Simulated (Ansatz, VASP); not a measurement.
**Cl: VASP beside Ansatz**

The input INCAR:

```
SYSTEM = Cl
ALGO     = Normal         ! electronic algorithm
EDIFF    = 1E-7           ! SCF threshold, eV
ENCUT    = 520            ! plane-wave cutoff, eV
GGA      = PE             ! functional
ISIF     = 2              ! what is computed and relaxed
ISMEAR   = -1             ! smearing method
LASPH    = .TRUE.         ! aspherical terms in the spheres
LCHARG   = .FALSE.        ! write CHGCAR
LREAL    = .FALSE.        ! projectors in reciprocal space
LWAVE    = .FALSE.        ! write WAVECAR
NBANDS   = 10             ! bands
NELM     = 80             ! most SCF steps
PREC     = Accurate       ! precision mode
SIGMA    = 0.1            ! smearing width, eV
```

Contents of KPOINTS:

```
k-points
0
G
  14 14 13
  0 0 0
```

Contents of POSCAR:

```
Cl
1.0
    3.6218384669      0.0000000000      0.0000000000
   -1.8109192334      3.1366041207      0.0000000000
    0.0000000000      0.0000000000      2.3002484202
Cl
1
Direct
    0.0000000000      0.0000000000      0.0000000000
```

Input for Ansatz:

```yaml
crystal:
  lattice:
    - [3.6218384669, 0.0, 0.0]
    - [-1.8109192334, 3.1366041207, 0.0]
    - [0.0, 0.0, 2.3002484202]
  atoms:
    - { symbol: Cl, position: [0.0, 0.0, 0.0] }
kpoints:
  mp_grid: { grid: [14, 14, 13] }
scf:
  occupations: { method: fermi_dirac, width: 0.1 }
hamiltonian:
  xc: pbe
  pseudopotentials: { kind: all_electron, lapw: { basis_error: 0.001 } }
output:
  forces: true
  stress: true
  eigenvalues: true
  populations: true
```

Change from the starting cell: volume scaled by 0.85, LAPW.

Alike in both runs: task single point; functional PBE; k mesh 14 × 14 × 13; occupations fermi-dirac, width 0.1 eV; no spin polarisation.

```csv
,VASP,Ansatz
version,VASP 6.6.1,Ansatz 0.2.0
potentials or method,"VASP PAW PBE potentials, release 64 (Cl), cutoff 520 eV","all-electron LAPW, scalar-relativistic"
```

|  | VASP | Ansatz | Ansatz less VASP |
| --- | --- | --- | --- |
| pressure (GPa) | 1.0 | 1.1 | +0.16 |
| traceless stress, the component that is largest in VASP (GPa) | -0.07 | 0.10 | +0.174 |

Ansatz ran all-electron here, and VASP with PAW potentials.
